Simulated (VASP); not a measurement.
A run of VASP 6.6.1 is set up as follows.

INCAR

```
PREC     = Accurate       # precision mode
ENCUT    = 520            # plane-wave cutoff, eV
EDIFF    = 1E-6           # SCF threshold, eV
ISMEAR   = 0              # smearing method
SIGMA    = 0.15           # smearing width, eV
LREAL    = False          # projectors in reciprocal space
LASPH    = True           # aspherical terms in the spheres
NELM     = 100            # most SCF steps
ALGO     = Fast           # electronic algorithm
ISIF     = 2              # what is computed and relaxed
LWAVE    = False          # write WAVECAR
LCHARG   = True           # write CHGCAR
LELF     = True           # ELF
LVHAR    = True         
NBANDS   = 14             # bands
```

Contents of KPOINTS:

```
Automatic mesh
0
Gamma
  16 16 16
```

Contents of POSCAR:

```
TiAl
1.0
    3.3062265600      0.0000000000      0.0000000000
    0.0000000000      3.3062265600      0.0000000000
    0.0000000000      0.0000000000      3.3062265600
Ti Al
1 1
Direct
    0.0000000000      0.0000000000      0.0000000000
    0.5000000000      0.5000000000      0.5000000000
```

Potentials or basis: VASP PAW LDA potentials, release 64 (Ti_sv, Al).

Launch:

```bash
$ cat potpaw_LDA.64/Ti_sv/POTCAR potpaw_LDA.64/Al/POTCAR > POTCAR
$ mpirun -np 1 vasp_std > vasp.out
```

(1) Estimate the band gap on the k mesh.

(2) Estimate the pressure.

Results:

(1) zero (an odd number of electrons rules out a gap without spin polarisation).

(2) -14.9 GPa.

Caveat: the cell differs from its parent crystal (strain +0.040 along x and y, +0.040 along z); the cell stands under tension.
